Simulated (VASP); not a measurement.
BAs, 2 atoms in the cell. It takes space group F-43m (No. 216, cubic). The conventional cell has a = 4.784 Å, b = 4.784 Å, c = 4.784 Å, α = 90.00°, β = 90.00°, γ = 90.00°. B (site symmetry -43m) has 4 As at 2.07 Å within 2.7 Å. Within 2.7 Å of As (site symmetry -43m) lie 4 B at 2.07 Å. 

- Program: VASP 6.6.1
- Task: G0W0 quasiparticle levels
- Functional: PBE
- Potentials or basis: VASP PAW PBE potentials, release 64 (B_GW, As_GW)
- Cutoff: 500 eV
- k mesh: 8 × 8 × 8
- Occupations: gaussian, width 0.01 eV
- Spin: no spin polarisation
- Dipole correction: no
- GW scheme: G0W0
- GW iterations: 1
- Cutoff of the response function: 80
- Frequency points: 48
- Empty bands: 44
- Further INCAR settings: ALGO = EVGW0; EDIFF = 1e-08; NBANDS = 48

Potentials or basis: VASP PAW PBE potentials, release 64 (B_GW, As_GW).

Run with:

```bash
$ cat potpaw_PBE.64/B_GW/POTCAR potpaw_PBE.64/As_GW/POTCAR > POTCAR
$ cp INCAR.step1 INCAR
$ mpirun -np 1 vasp_std > vasp.out
$ cp INCAR.step2 INCAR
$ mpirun -np 1 vasp_std > vasp.out
$ cp INCAR.step3 INCAR
$ mpirun -np 1 vasp_std > vasp.out
```

Hardware: 1 thread of Intel Xeon 8259CL, on a shared host.

Question: How long does it take, and how much memory?

Answer: Wall time 15 min on 1 thread of Intel Xeon 8259CL, with other jobs on the host, peak memory 0.62 GiB. Counts: k points 29.
